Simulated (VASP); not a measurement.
MoS2, 6 atoms in the cell. The structure is hexagonal, space group P6_3/mmc (No. 194). The conventional cell has a = 3.122 Å, b = 3.122 Å, c = 12.076 Å, α = 90.00°, β = 90.00°, γ = 120.00°. Within 3.2 Å of Mo (site symmetry -6m2) lie 6 S at 2.38 Å and 6 Mo at 3.12 Å. Within 3.2 Å of S (site symmetry 3m) lie 3 Mo at 2.38 Å and 7 S at 3.11 to 3.12 Å. 

* Program: VASP 6.6.1
* Task: elastic constants
* Functional: LDA
* Potentials or basis: VASP PAW LDA potentials, release 64 (Mo_sv, S)
* Cutoff: 600 eV
* k mesh: 6 × 6 × 2
* Occupations: gaussian, width 0.01 eV
* Spin: no spin polarisation
* Dipole correction: no
* Ions in elastic constants: relaxed
* Further INCAR settings: ALGO = Normal; EDIFF = 1e-08; IBRION = 6; POTIM = 0.015; NSW = 1; ISIF = 3

Potentials or basis: VASP PAW LDA potentials, release 64 (Mo_sv, S).

Launch:

```console
$ cat potpaw_LDA.64/Mo_sv/POTCAR potpaw_LDA.64/S/POTCAR > POTCAR
$ mpirun -np 1 vasp_std > vasp.out
```

Hardware: 1 thread of Oxide Virtual Turin-like Processor (shared host).

**Question.** Estimate the wall time of this run.

**Answer.** It took 46 min on 1 thread of Oxide Virtual Turin-like Processor, with other jobs on the host, peak memory 0.35 GiB. Counts: scf iterations 262, k points 14.
